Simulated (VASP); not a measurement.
Set up this calculation in VASP 6.6.1, as the native input.

```yaml
Task: single point
Functional: LDA
Potentials_or_basis: VASP PAW LDA potentials, release 64 (Ge_d)
Cutoff: 520 eV
k_mesh: 4 × 4 × 4
Occupations: gaussian, width 0.01 eV
Spin: no spin polarisation
Dipole_correction: no
Further_INCAR_settings: ALGO = Normal; EDIFF = 1e-06; NBANDS = 96
```

The structure of Ge lies in POSCAR:

```
Ge
1.0
    5.9300000000      0.0000000000      0.0000000000
    0.0000000000      5.9300000000      0.0000000000
    0.0000000000      0.0000000000      6.9800000000
Ge
12
Direct
    0.3750000000      0.1667000000      0.7500000000
    0.3333000000      0.8750000000      0.5000000000
    0.6250000000      0.8333000000      0.2500000000
    0.6667000000      0.1250000000      0.0000000000
    0.8750000000      0.3333000000      0.5000000000
    0.8333000000      0.6250000000      0.7500000000
    0.1250000000      0.6667000000      0.0000000000
    0.1667000000      0.3750000000      0.2500000000
    0.5750000000      0.4250000000      0.2500000000
    0.9250000000      0.9250000000      0.5000000000
    0.4250000000      0.5750000000      0.7500000000
    0.0750000000      0.0750000000      0.0000000000
```

These files were run (other wordings do the same):

INCAR

```
PREC = Accurate
ENCUT = 520
EDIFF = 1E-6
ISMEAR = 0
SIGMA = 0.01
LREAL = False
LASPH = True
NELM = 60
ALGO = Normal
ISIF = 2
LWAVE = False
LCHARG = False
NBANDS = 96
```

KPOINTS

```
regular mesh
0
Gamma
  4 4 4
```

Potentials or basis: VASP PAW LDA potentials, release 64 (Ge_d).

The run is started by

```bash
$ cat potpaw_LDA.64/Ge_d/POTCAR > POTCAR
$ mpirun -np 1 vasp_std > vasp.out
```

Results of the run:

```
Pressure               : -1.3 GPa
Largest force          : 0.904 eV/Å
Band gap on the k mesh : 0.75 eV (least direct gap 0.99 eV)
```

It took 5.8 min on 1 thread of AMD EPYC 7R13 Processor (Zen 3), on a shared host, peak memory 0.4 GiB.
